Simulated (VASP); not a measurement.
# CaSe (P6_3/mmc) in VASP: G0W0 quasiparticle levels with PBE

Aim: the G0W0 quasiparticle levels of CaSe with PBE.

All numbers are computed with VASP 6.6.1; they aren't measurements. Logs are shortened: lines on timing, memory, paths and dates and some standing lists are left out, and cuts for length are marked.

## 1. The cell of the first run

Symmetry: P6_3/mmc, No. 194, hexagonal system. The conventional cell has a = 5.006 Å, b = 5.006 Å, c = 5.876 Å, α = 90.00°, β = 90.00°, γ = 120.00°. Within 3.8 Å of Ca (site symmetry -6m2) lie 5 Se at 2.89 to 2.94 Å. Within 3.8 Å of Se (site symmetry -6m2) lie 5 Ca at 2.89 to 2.94 Å.

## 2. G0W0 quasiparticle levels, PBE

Contents of POSCAR:

```
CaSe
1.0
    5.0056779917      0.0000000000      0.0000000000
   -2.5028389959      4.3350443040      0.0000000000
    0.0000000000      0.0000000000      5.8755389731
Ca Se
2 2
Direct
    0.3333333333      0.6666666667      0.2500000000
    0.6666666667      0.3333333333      0.7500000000
    0.6666666667      0.3333333333      0.2500000000
    0.3333333333      0.6666666667      0.7500000000
```

Contents of INCAR.step1:

```
PREC = Accurate
ENCUT = 500
EDIFF = 1E-8
ISMEAR = 0
SIGMA = 0.01
LREAL = F
LASPH = T
NELM = 60
ALGO = Normal
LWAVE = T
LCHARG = F
GGA = PE
```

Contents of INCAR.step2:

```
PREC = Accurate
ENCUT = 500
EDIFF = 1E-8
ISMEAR = 0
SIGMA = 0.01
LREAL = F
LASPH = T
NELM = 1
ALGO = Exact
LWAVE = T
LCHARG = F
GGA = PE
NBANDS = 223
LOPTICS = T
ISTART = 1
```

Contents of INCAR.step3:

```
PREC = Accurate
ENCUT = 500
EDIFF = 1E-8
ISMEAR = 0
SIGMA = 0.01
LREAL = F
LASPH = T
ALGO = EVGW0
LWAVE = F
LCHARG = F
GGA = PE
NELMGW = 1
NBANDS = 223
ENCUTGW = 80.0
NOMEGA = 96
PRECFOCK = Fast
ISTART = 1
NBANDSGW = 24
OMEGAMAX = 20
```

Contents of KPOINTS:

```
Automatic mesh
0
Gamma
  6 6 2
```

Potentials or basis: VASP PAW PBE potentials, release 64 (Ca_sv_GW, Se_GW).

Started as:

```sh
> cat potpaw_PBE.64/Ca_sv_GW/POTCAR potpaw_PBE.64/Se_GW/POTCAR > POTCAR
> cp INCAR.step1 INCAR
> mpirun -np 1 vasp_std > vasp.out
> cp INCAR.step2 INCAR
> mpirun -np 1 vasp_std > vasp.out
> cp INCAR.step3 INCAR
> mpirun -np 1 vasp_std > vasp.out
```

OUTCAR:

```text
PREC = Accurate
   ENCUT = 500
   EDIFF = 1E-8
   ISMEAR = 0
   LREAL = F
   LASPH = T
   GGA = PE
   NELMGW = 1
   ENCUTGW = 80.0
   PRECFOCK = Fast
   ISTART = 1

 ion  position               nearest neighbor table
   1  0.333  0.667  0.250-   3 2.89   3 2.89   3 2.89   4 2.94   4 2.94
   2  0.667  0.333  0.750-   4 2.89   4 2.89   4 2.89   3 2.94   3 2.94
   3  0.667  0.333  0.250-   1 2.89   1 2.89   1 2.89   2 2.94   2 2.94
   4  0.333  0.667  0.750-   2 2.89   2 2.89   2 2.89   1 2.94   1 2.94

  LATTYP: Found a hexagonal cell.
 ALAT       =     5.0056779917
 C/A-ratio  =     1.1737748578

  Lattice vectors:

 A1 = (   5.0056779917,   0.0000000000,   0.0000000000)
 A2 = (  -2.5028389959,   4.3350443040,   0.0000000000)
 A3 = (   0.0000000000,   0.0000000000,   5.8755389731)

Analysis of symmetry for initial positions (statically):
=====================================================================
 Subroutine PRICEL returns:
 Original cell was already a primitive cell.

 Routine SETGRP: Setting up the symmetry group for a
 hexagonal supercell.

 Subroutine GETGRP returns: Found 24 space group operations
 (whereof 12 operations were pure point group operations)
 out of a pool of 24 trial point group operations.

The static configuration has the point symmetry D_3d.
 The point group associated with its full space group is D_6h.

Analysis of symmetry for dynamics (positions and initial velocities):
=====================================================================
 Subroutine PRICEL returns:
 Original cell was already a primitive cell.

 Routine SETGRP: Setting up the symmetry group for a
 hexagonal supercell.

 Subroutine GETGRP returns: Found 24 space group operations
 (whereof 12 operations were pure point group operations)
 out of a pool of 24 trial point group operations.

The dynamic configuration has the point symmetry D_3d.
 The point group associated with its full space group is D_6h.

 Subroutine INISYM returns: Found 24 space group operations
 (whereof 12 operations are pure point group operations),
 and found     1 'primitive' translations

----------------------------------------------------------------------------------------

                                     Primitive cell

  volume of cell :     127.4982

  direct lattice vectors                    reciprocal lattice vectors
     5.005677992  0.000000000  0.000000000     0.199773138  0.115339075  0.000000000
    -2.502838996  4.335044304  0.000000000     0.000000000  0.230678150  0.000000000
     0.000000000  0.000000000  5.875538973     0.000000000  0.000000000  0.170197152

  length of vectors
     5.005677992  5.005677992  5.875538973     0.230678150  0.230678150  0.170197152

  position of ions in fractional coordinates (direct lattice)
     0.333333333  0.666666667  0.250000000
     0.666666667  0.333333333  0.750000000
     0.666666667  0.333333333  0.250000000
     0.333333333  0.666666667  0.750000000

  ion indices of the primitive-cell ions
   primitive index   ion index
                 1           1
                 2           2
                 3           3
                 4           4

----------------------------------------------------------------------------------------

 KPOINTS: Automatic mesh

Automatic generation of k-mesh.
 Grid dimensions read from file:
 generate k-points for:    6    6    2

 Generating k-lattice:

  Cartesian coordinates                     Fractional coordinates (reciprocal lattice)
     0.033295523  0.019223179  0.000000000     0.166666667  0.000000000  0.000000000
     0.000000000  0.038446358  0.000000000     0.000000000  0.166666667  0.000000000
     0.000000000  0.000000000  0.085098576     0.000000000  0.000000000  0.500000000

  Length of vectors
     0.038446358  0.038446358  0.085098576

  Shift w.r.t. Gamma in fractional coordinates (k-lattice)
     0.000000000  0.000000000  0.000000000

 Subroutine IBZKPT returns following result:
 ===========================================

 Found     14 irreducible k-points:

 Following reciprocal coordinates:
            Coordinates               Weight
  0.000000  0.000000  0.000000      1.000000
  0.166667  0.000000  0.000000      6.000000
  0.333333  0.000000  0.000000      6.000000
  0.500000  0.000000  0.000000      3.000000
  0.166667  0.166667  0.000000      6.000000
  0.333333  0.166667  0.000000     12.000000
  0.333333  0.333333  0.000000      2.000000
  0.000000  0.000000  0.500000      1.000000
  0.166667  0.000000  0.500000      6.000000
  0.333333  0.000000  0.500000      6.000000
  0.500000  0.000000  0.500000      3.000000
  0.166667  0.166667  0.500000      6.000000
  0.333333  0.166667  0.500000     12.000000
  0.333333  0.333333  0.500000      2.000000
   k-points           NKPTS =     14   k-points in BZ     NKDIM =     72   number of bands    NBANDS=    223
   number of dos      NEDOS =    301   number of ions     NIONS =      4
   total plane-waves  NPLWV =  76800
   dimension x,y,z NGX =    40 NGY =   40 NGZ =   48
   dimension x,y,z NGXF=    80 NGYF=   80 NGZF=   96
   ions per type =               2   2
   NGX,Y,Z   is equivalent  to a cutoff of  13.28, 13.28, 13.58 a.u.
   NGXF,Y,Z  is equivalent  to a cutoff of  26.57, 26.57, 27.16 a.u.
 SYSTEM =  unknown system
   PREC   = accura    normal or accurate (medium, high low for compatibility)
   ISTART =      1    job   : 0-new  1-cont  2-samecut
   ICHARG =      0    charge: 1-file 2-atom 10-const
   ISPIN  =      1    spin polarized calculation?
   LNONCOLLINEAR =      F non collinear calculations
   LSORBIT =      F    spin-orbit coupling
   LASPH  =      T    aspherical Exc in radial PAW
   ENCUT  =  500.0 eV  36.75 Ry    6.06 a.u.   9.13  9.13 10.71*2*pi/ulx,y,z
   NELM   =     60;   NELMIN=  2; NELMDL=  0     # of ELM steps
   EDIFF  = 0.1E-07   stopping-criterion for ELM
   LREAL  =      F    real-space projection
   EDIFFG = 0.1E-06   stopping-criterion for IOM
   NSW    =      0    number of steps for IOM
   IBRION =     -1    ionic relax: 0-MD 1-quasi-New 2-CG
   NFREE  =      0    steps in history (QN), initial steepest desc. (CG)
   ISIF   =      0    stress and relaxation
   ISYM   =      3    0-nonsym 1-usesym 2-fastsym
   POTIM  = 0.5000    time-step for ionic-motion
   TEBEG  =    0.0;   TEEND  =   0.0 temperature during run
   PSTRESS=    0.0 pullay stress
   NELECT =      32.0000    total number of electrons
   NUPDOWN=      -1.0000    fix difference up-down
   EMIN   =  10.00;   EMAX   =-10.00  energy-range for DOS
   EFERMI =   0.00;   METHOD = LEGACY
   ISMEAR =     0;   SIGMA  =   0.01  broadening in eV -4-tet -1-fermi 0-gaus
   EFERMI_NEDOS =   21; number of points for ismear=-14 and -15
   IALGO  =     38    algorithm
   IMIX   =      4    mixing-type and parameters
     AMIX     =   0.40;   BMIX     =  1.00
     AMIX_MAG =   1.60;   BMIX_MAG =  1.00
  volume/ion in A,a.u.               =      31.87       215.10
  Fermi-wavevector in a.u.,A,eV,Ry     =   1.032659  1.951442 14.509032  1.066384
  Thomas-Fermi vector in A             =   2.166867
   LORBIT       =      0    0 simple, 1 ext, 2 COOP (PROOUT), +10 PAW based schemes
   GGA     = PE    functional components
   LHFCALC =     T    Hartree Fock is set to
   PRECFOCK=fast      Normal, Fast or Accurate (Low or Medium for compatibility)
   ENCUT4O =  -1.0   cutoff for four orbital integrals eV
   NKREDX  =     1    reduce k-point grid by
   NKREDY  =     1    reduce k-point grid by
   NKREDZ  =     1    reduce k-point grid by
   AEXX    =    1.0000 exact exchange contribution
   HFSCREEN=    0.0000 screening length (either q_TF or 0.3 A-1)
   HFSCREENC=   0.0000 screening length for correlation (either q_TF or 0.3 A-1)
   ENCUTFOCK=  -1.0 apply spherical cutoff to Coloumb kernel
   IVDW    =     0    specifies the selected vdW correction
   LEPSILON=     F    determine dielectric tensor
   LRPA    =     F    only Hartree local field effects (RPA)
   LRPAFORCE           =     F    calculate RPA forces
   ENCUTGW             =  80.0    cutoff for response function in eV
   ENCUTGWSOFT         =  64.0    soft cutoff for Coulomb kernel in GW response function in eV
   ENCUTLF             =  -1.0    cutoff for local field effects
   NELMGW              =     1    number of iterations in solving QP/BSE equation
   NELMHF              =     1    number of iterations in the inner HF iteration
   NKREDLFX            =     1    NKREDLFY  =   1   NKREDLFZ  =   1
 non-spin polarized calculation
 Gauss-broadening in eV      SIGMA  =   0.01
  energy-cutoff  :      500.00
  volume of cell :      127.50
 maximum number of plane-waves:      3262
 NGX is ok and might be reduce to    40
  NGX = 20; NGY = 20; NGZ = 24
   NGX = 19   NGY = 19   NGZ = 21
 maximum number of plane-waves:       225
 NGX is ok and might be reduce to    18

 QP shifts <psi_nk| G(iteration)W_0 |psi_nk>: iteration 1
 for sc-GW calculations column KS-energies equals QP-energies in previous step
 and V_xc(KS)=  KS-energies - (<T + V_ion + V_H > + <T+V_H+V_ion>^1  + <V_x>^1)

 k-point   1 :       0.0000    0.0000    0.0000
  band No.  KS-energies  QP-energies   sigma(KS)   V_xc(KS)     V^pw_x(r,r')   Z            occupation Imag(sigma)

      1     -37.7481     -39.5272     -23.7457     -20.7329     -34.4548       0.5905       2.0000       0.4823
      2     -37.7398     -39.5530     -23.7581     -20.7456     -34.4626       0.6019       2.0000       0.4877
      3     -18.7940     -20.5383     -22.3936     -19.8718     -27.8035       0.6917       2.0000       0.1755
      4     -18.7940     -20.5383     -22.3936     -19.8718     -27.8035       0.6917       2.0000       0.1755
      5     -18.7919     -20.5492     -22.3659     -19.8186     -27.8061       0.6899       2.0000       0.1945
      6     -18.7654     -20.5146     -22.4345     -19.9226     -27.8327       0.6964       2.0000       0.1691
[... 16 lines left out ...]
     23       7.4467       9.2625     -11.0470     -13.5209      -6.1420       0.7340       0.0000      -0.1027
     24       8.0349      10.1376     -12.3280     -15.2020      -7.5411       0.7316       0.0000      -0.0971

 k-point   2 :       0.1667    0.0000    0.0000
  band No.  KS-energies  QP-energies   sigma(KS)   V_xc(KS)     V^pw_x(r,r')   Z            occupation Imag(sigma)

      1     -37.7476     -39.5305     -23.7462     -20.7340     -34.4554       0.5919       2.0000       0.4828
      2     -37.7402     -39.5520     -23.7571     -20.7451     -34.4623       0.6015       2.0000       0.4876
      3     -18.7983     -20.5337     -22.3770     -19.8604     -27.7981       0.6896       2.0000       0.1832
      4     -18.7962     -20.5418     -22.3917     -19.8671     -27.8022       0.6914       2.0000       0.1768
      5     -18.7875     -20.5468     -22.3727     -19.8274     -27.8115       0.6912       2.0000       0.1928
      6     -18.7721     -20.5133     -22.4144     -19.9072     -27.8251       0.6945       2.0000       0.1770
[... 16 lines left out ...]
     23       7.4979       8.1022      -8.2713      -9.0439      -4.3681       0.7821       0.0000      -0.0680
     24       7.6137       9.5268     -11.3879     -14.0185      -6.3889       0.7272       0.0000      -0.1072
[... 306 lines left out ...]
     23       7.6206       9.5187     -11.5310     -14.1266      -6.6747       0.7313       0.0000      -0.1008
     24       7.6206       9.5187     -11.5310     -14.1266      -6.6747       0.7313       0.0000      -0.1008

 k-point  14 :       0.3333    0.3333    0.5000
  band No.  KS-energies  QP-energies   sigma(KS)   V_xc(KS)     V^pw_x(r,r')   Z            occupation Imag(sigma)

      1     -37.7435     -39.5479     -23.7495     -20.7403     -34.4595       0.5996       2.0000       0.4868
      2     -37.7435     -39.5479     -23.7495     -20.7403     -34.4595       0.5996       2.0000       0.4868
      3     -18.8285     -20.5212     -22.2500     -19.7728     -27.7532       0.6833       2.0000       0.2381
      4     -18.8285     -20.5212     -22.2500     -19.7728     -27.7532       0.6833       2.0000       0.2381
      5     -18.7874     -20.5375     -22.4096     -19.8792     -27.8153       0.6916       2.0000       0.1784
      6     -18.7874     -20.5375     -22.4096     -19.8792     -27.8153       0.6916       2.0000       0.1784
[... 16 lines left out ...]
     23       7.7205       9.6640     -11.6912     -14.3735      -6.6574       0.7246       0.0000      -0.1087
     24       7.7205       9.6640     -11.6912     -14.3735      -6.6574       0.7246       0.0000      -0.1087
```

Run time: 33 min. Hardware: 1 thread of Intel Xeon 6975P-C (Granite Rapids), shared host; peak memory 3.2 GiB.

What came out:

| Property | Result |
| --- | --- |
| Quasiparticle gap | 3.60 eV |
| Least direct quasiparticle gap | 3.60 eV |
| Band gap of the starting levels on the mesh | 2.44 eV |
| Least direct gap of the starting levels on the mesh | 2.57 eV |

Caveat: the k points lie up to 0.53 Å⁻¹ apart; bands, screening cutoff and mesh are small and nothing is extrapolated, so the quasiparticle values aren't converged.
